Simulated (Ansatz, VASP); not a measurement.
# Two plane-wave programs on Ni

```xyz
1
Lattice="0.0000 1.7600 1.7600 1.7600 0.0000 1.7600 1.7600 1.7600 0.0000" Properties=species:S:1:pos:R:3 pbc="T T T"
Ni    0.0000    0.0000    0.0000
```

Alike in both runs: task relaxation of cell and atoms; functional PBE; k mesh 20 × 20 × 20; occupations gaussian, width 0.1 eV; collinear spin.

|  | VASP | Ansatz |
| --- | --- | --- |
| version | VASP 6.6.1 | Ansatz 0.2.0 |
| potentials or method | VASP PAW PBE potentials, release 64 (Ni), cutoff 600 eV | scalar-relativistic, plane waves, PAW |
| valence electrons in the cell | 10 | 18 |

```csv
,VASP,Ansatz,Ansatz less VASP
"gap on the k mesh at the Fermi level, each at its own relaxed structure (eV)",none,none,-
net moment per atom (μB),0.63,0.64,+0.010
size of the moment on the site where the two differ most (μB),0.64,0.68,+0.037
relaxed volume (Å³/atom),10.88,10.89,+0.006
relaxed length of the cell vector where the two differ most in proportion (Å),2.487,2.488,+0.0005
```

Site moments also hang on the region over which each program counts them. A gap of «none» marks a metal or a gap that the smearing closes. VASP's potentials hold 10 valence electrons a cell and Ansatz's 18, so a difference there can come from the potentials and not from the codes.
